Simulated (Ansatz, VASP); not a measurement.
**One calculation of PBr, two programs**

```
Br P
1.0
     4.93856    0.00000    0.00000
    -2.06239    5.19450    0.00000
    -0.69678   -0.65377    6.23326
Br P
2 2
Direct
  0.66580 0.85501 0.24276
  0.33420 0.14499 0.75724
  0.64072 0.49976 0.63187
  0.35928 0.50024 0.36813
```

Alike in both runs: functional PBE0; k mesh 4 × 3 × 3; occupations fermi-dirac, width 0.05 eV; no spin polarisation.

|  | VASP | Ansatz |
| --- | --- | --- |
| version | VASP 6.6.1 | Ansatz 0.2.0 |
| potentials or method | VASP PAW PBE potentials, release 64 (Br, P) | Ansatz PAW |
| plane-wave cutoff (eV) | 520 | 420 |
| valence electrons in the cell | 24 | 24 |
| task | single point | band structure |

```csv
,VASP,Ansatz,Ansatz less VASP
gap on the k mesh at the Fermi level (eV),3.17,3.17,-0.006
least direct gap on the mesh (eV),3.17,3.17,-0.006
pressure (GPa),-1.0,-0.8,+0.20
"traceless stress, the component that is largest in VASP (GPa)",0.70,0.63,-0.066
rms of the force components (eV/Å),0.350,0.298,-0.0522
```

Atom by atom the forces differ by 0.053 eV/Å (rms over components).

Noted on Ansatz's run: the k mesh misses the band edges, so the gap on the mesh is wider than the one along the path.
